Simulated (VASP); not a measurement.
# SrO (Fm-3m) in VASP: a series of runs, part 3 of 3

VASP 6.6.1. Earlier steps stand in the parts before.

### Step 4. Single point, r2SCAN

This run uses another cell than the first one, of 16.90 Å³/atom, 0.962 times its volume.

POSCAR

```
SrO
1.0
    0.0000000000      2.5663000000      2.5663000000
    2.5663000000      0.0000000000      2.5663000000
    2.5663000000      2.5663000000      0.0000000000
Sr O
1 1
Direct
    0.5000000000      0.5000000000      0.5000000000
    0.0000000000      0.0000000000      0.0000000000
```

INCAR.step1

```
PREC = Accurate
ENCUT = 520
ISMEAR = -1
SIGMA = 0.05
LREAL = F
LASPH = T
NELM = 80
NBANDS = 15
GGA = PE
ALGO = Normal
EDIFF = 1E-4
LWAVE = T
LCHARG = F
```

INCAR.step2

```
PREC = Accurate
ENCUT = 520
EDIFF = 1E-6
ISMEAR = -1
SIGMA = 0.05
LREAL = F
LASPH = T
NELM = 80
ALGO = Normal
ISIF = 2
LWAVE = F
LCHARG = F
METAGGA = R2SCAN
LMIXTAU = T
NBANDS = 15
ISTART = 1
```

KPOINTS

```
regular mesh
0
Gamma
  7 7 7
```

Potentials or basis: VASP PAW PBE potentials, release 64 (Sr_sv, O).

Command:

```
> cat potpaw_PBE.64/Sr_sv/POTCAR potpaw_PBE.64/O/POTCAR > POTCAR
> cp INCAR.step1 INCAR
> mpirun -np 1 vasp_std > vasp.out
> cp INCAR.step2 INCAR
> mpirun -np 1 vasp_std > vasp.out
```

OUTCAR:

```text
PREC = Accurate
   ENCUT = 520
   EDIFF = 1E-6
   ISMEAR = -1
   LREAL = F
   LASPH = T
   NELM = 80
   ISIF = 2
   METAGGA = R2SCAN
   ISTART = 1

 ion  position               nearest neighbor table
   1  0.500  0.500  0.500-   2 2.57   2 2.57   2 2.57   2 2.57   2 2.57   2 2.57
   2  0.000  0.000  0.000-   1 2.57   1 2.57   1 2.57   1 2.57   1 2.57   1 2.57

  LATTYP: Found a face centered cubic cell.
 ALAT       =     5.1326000000

  Lattice vectors:

 A1 = (   0.0000000000,   2.5663000000,   2.5663000000)
 A2 = (   2.5663000000,   0.0000000000,   2.5663000000)
 A3 = (   2.5663000000,   2.5663000000,   0.0000000000)

Analysis of symmetry for initial positions (statically):
=====================================================================
 Subroutine PRICEL returns:
 Original cell was already a primitive cell.

 Routine SETGRP: Setting up the symmetry group for a
 face centered cubic supercell.

 Subroutine GETGRP returns: Found 48 space group operations
 (whereof 48 operations were pure point group operations)
 out of a pool of 48 trial point group operations.

The static configuration has the point symmetry O_h .

Analysis of symmetry for dynamics (positions and initial velocities):
=====================================================================
 Subroutine PRICEL returns:
 Original cell was already a primitive cell.

 Routine SETGRP: Setting up the symmetry group for a
 face centered cubic supercell.

 Subroutine GETGRP returns: Found 48 space group operations
 (whereof 48 operations were pure point group operations)
 out of a pool of 48 trial point group operations.

The dynamic configuration has the point symmetry O_h .

 Subroutine INISYM returns: Found 48 space group operations
 (whereof 48 operations are pure point group operations),
 and found     1 'primitive' translations

----------------------------------------------------------------------------------------

                                     Primitive cell

  volume of cell :      33.8028

  direct lattice vectors                    reciprocal lattice vectors
     0.000000000  2.566300000  2.566300000    -0.194833028  0.194833028  0.194833028
     2.566300000  0.000000000  2.566300000     0.194833028 -0.194833028  0.194833028
     2.566300000  2.566300000  0.000000000     0.194833028  0.194833028 -0.194833028

  length of vectors
     3.629296265  3.629296265  3.629296265     0.337460704  0.337460704  0.337460704

  position of ions in fractional coordinates (direct lattice)
     0.500000000  0.500000000  0.500000000
     0.000000000  0.000000000  0.000000000

  ion indices of the primitive-cell ions
   primitive index   ion index
                 1           1
                 2           2

----------------------------------------------------------------------------------------

 KPOINTS: regular mesh

Automatic generation of k-mesh.
 Grid dimensions read from file:
 generate k-points for:    7    7    7

 Generating k-lattice:

  Cartesian coordinates                     Fractional coordinates (reciprocal lattice)
    -0.027833290  0.027833290  0.027833290     0.142857143  0.000000000  0.000000000
     0.027833290 -0.027833290  0.027833290     0.000000000  0.142857143  0.000000000
     0.027833290  0.027833290 -0.027833290     0.000000000  0.000000000  0.142857143

  Length of vectors
[... 33 lines left out ...]
   number of dos      NEDOS =    301   number of ions     NIONS =      2
   total plane-waves  NPLWV =  21952
   dimension x,y,z NGX =    28 NGY =   28 NGZ =   28
   dimension x,y,z NGXF=    56 NGYF=   56 NGZF=   56
   ions per type =               1   1
   NGX,Y,Z   is equivalent  to a cutoff of  12.83, 12.83, 12.83 a.u.
   NGXF,Y,Z  is equivalent  to a cutoff of  25.65, 25.65, 25.65 a.u.
 SYSTEM =  unknown system
   PREC   = accura    normal or accurate (medium, high low for compatibility)
   ISTART =      1    job   : 0-new  1-cont  2-samecut
   ICHARG =      0    charge: 1-file 2-atom 10-const
   ISPIN  =      1    spin polarized calculation?
   LNONCOLLINEAR =      F non collinear calculations
   LSORBIT =      F    spin-orbit coupling
   LASPH  =      T    aspherical Exc in radial PAW
   ENCUT  =  520.0 eV  38.22 Ry    6.18 a.u.   6.75  6.75  6.75*2*pi/ulx,y,z
   NELM   =     80;   NELMIN=  2; NELMDL=  0     # of ELM steps
   EDIFF  = 0.1E-05   stopping-criterion for ELM
   LREAL  =      F    real-space projection
   EDIFFG = 0.1E-04   stopping-criterion for IOM
   NSW    =      0    number of steps for IOM
   IBRION =     -1    ionic relax: 0-MD 1-quasi-New 2-CG
   NFREE  =      0    steps in history (QN), initial steepest desc. (CG)
   ISIF   =      2    stress and relaxation
   ISYM   =      2    0-nonsym 1-usesym 2-fastsym
   POTIM  = 0.5000    time-step for ionic-motion
   TEBEG  =    0.0;   TEEND  =   0.0 temperature during run
   PSTRESS=    0.0 pullay stress
   NELECT =      16.0000    total number of electrons
   NUPDOWN=      -1.0000    fix difference up-down
   EMIN   =  10.00;   EMAX   =-10.00  energy-range for DOS
   EFERMI =   0.00;   METHOD = LEGACY
   ISMEAR =    -1;   SIGMA  =   0.05  broadening in eV -4-tet -1-fermi 0-gaus
   EFERMI_NEDOS =   21; number of points for ismear=-14 and -15
   IALGO  =     38    algorithm
   IMIX   =      4    mixing-type and parameters
     AMIX     =   0.40;   BMIX     =  1.00
     AMIX_MAG =   1.60;   BMIX_MAG =  1.00
  volume/ion in A,a.u.               =      16.90       114.06
  Fermi-wavevector in a.u.,A,eV,Ry     =   1.275843  2.410995 22.147245  1.627777
  Thomas-Fermi vector in A             =   2.408533
   LORBIT       =      0    0 simple, 1 ext, 2 COOP (PROOUT), +10 PAW based schemes
   METAGGA = R2SCAN    functional components
   LHFCALC =     F    Hartree Fock is set to
   AEXX    =    0.0000 exact exchange contribution
   IVDW    =     0    specifies the selected vdW correction
   LEPSILON=     F    determine dielectric tensor
   LRPA    =     F    only Hartree local field effects (RPA)
 non-spin polarized calculation
  energy-cutoff  :      520.00
  volume of cell :       33.80
 maximum number of plane-waves:       941
   NGX = 13   NGY = 13   NGZ = 13

 number of electron      15.9999996 magnetization

 Free energy of the ion-electron system (eV)
  ---------------------------------------------------
  ext. energy  EPLUGINS =         0.00000000
  ---------------------------------------------------
  free energy    TOTEN  =       -27.05086189 eV

  energy without entropy =      -27.05086189  energy(sigma->0) =      -27.05086189

 E-fermi :   2.5236     XC(G=0): -10.6144

 val. band max:        1.3674058536   @ k =   0.0000   0.0000   0.0000
 cond. band min:       5.2055719579   @ k =   0.4286   0.4286   0.0000
 fundamental gap:      3.8381661043
 Fermi energy:         2.5236304416

 k-point     1 :       0.0000    0.0000    0.0000
  band No.  band energies     occupation
      1     -32.0843      2.00000
      2     -14.6675      2.00000
      3     -13.1016      2.00000
      4     -13.1016      2.00000
      5     -13.1016      2.00000
      6       1.3674      2.00000
      7       1.3674      2.00000
      8       1.3674      2.00000
      9       6.0684      0.00000
     10       8.1576      0.00000
     11       8.1576      0.00000
     12       8.1576      0.00000
     13      10.4913      0.00000
     14      10.4913      0.00000
[... 329 lines left out ...]
      2     -15.3340      2.00000
      3     -13.8131      2.00000
      4     -13.5687      2.00000
      5     -12.6446      2.00000
      6       0.2206      2.00000
      7       0.8265      2.00000
      8       0.9192      2.00000
      9       7.4760      0.00000
     10       8.6481      0.00000
     11      10.8605      0.00000
     12      12.6574      0.00000
     13      13.4803      0.00000
     14      15.2923      0.00000
     15      16.8184      0.00000

------------------------ aborting loop because EDIFF is reached ----------------------------------------

  FORCE on cell =-STRESS in cart. coord.  units (eV):
  Direction    XX          YY          ZZ          XY          YZ          ZX
  --------------------------------------------------------------------------------------
  -------------------------------------------------------------------------------------
  Total        0.4445461      0.4445461      0.4445461      0.0000000      0.0000000     -0.0000000
  in kB       21.0705116     21.0705116     21.0705116      0.0000000      0.0000000     -0.0000000
  external PRESSURE =      21.0705116 kB  Pullay stress =       0.0000000 kB

 VOLUME and BASIS-vectors are now :
 -----------------------------------------------------------------------------
  energy-cutoff  :      520.00
  volume of cell :       33.80
      direct lattice vectors                 reciprocal lattice vectors
     0.000000000  2.566300000  2.566300000    -0.194833028  0.194833028  0.194833028
     2.566300000  0.000000000  2.566300000     0.194833028 -0.194833028  0.194833028
     2.566300000  2.566300000  0.000000000     0.194833028  0.194833028 -0.194833028

 POSITION                                       TOTAL-FORCE (eV/Angst)
 -----------------------------------------------------------------------------------
      2.56630      2.56630      2.56630        -0.000000      0.000000     -0.000000
      0.00000      0.00000      0.00000         0.000000     -0.000000      0.000000
 -----------------------------------------------------------------------------------
    total drift:                                0.000000      0.000000      0.000000

  FREE ENERGIE OF THE ION-ELECTRON SYSTEM (eV)
  ---------------------------------------------------
  free  energy   TOTEN  =       -27.0508618862 eV

  energy  without entropy=      -27.0508618862  energy(sigma->0) =      -27.05086189
```

Run time: 39 s. Hardware: 1 thread of Intel Xeon 6975P-C, shared host; peak memory 0.17 GiB.

Results:

| Property | Result |
| --- | --- |
| Free energy | -27.0509 eV |
| Pressure | 2.1 GPa |
| Band gap on the k mesh | 3.84 eV, indirect (least direct gap 3.93 eV) |

Caveat: the PAW data sets were made with another functional, which shifts forces and pressure a little. A k mesh can miss the band edges.

### Step 5. The runs side by side

```tsv
level	cell	k mesh	gap on the mesh (eV)	pressure (GPa)
PBEsol	a = 3.677 Å, angles 60.0°, 2 atoms	9 × 9 × 9	3.23	-3.3
PBEsol	a = 3.700 Å, angles 60.0°, 2 atoms	9 × 9 × 9	3.24	-4.7
r2SCAN	a = 3.629 Å, angles 60.0°, 2 atoms	7 × 7 × 7	3.84	2.1
```

Alike in all rows: task single point; potentials or basis VASP PAW PBE potentials, release 64 (Sr_sv, O); no spin polarisation; cutoff (eV) 520; smearing fermi-dirac 0.05 eV.

Caveats: the PAW data sets were made with another functional, which shifts forces and pressure a little.

Absolute energies hang on the potentials; compare differences alone.
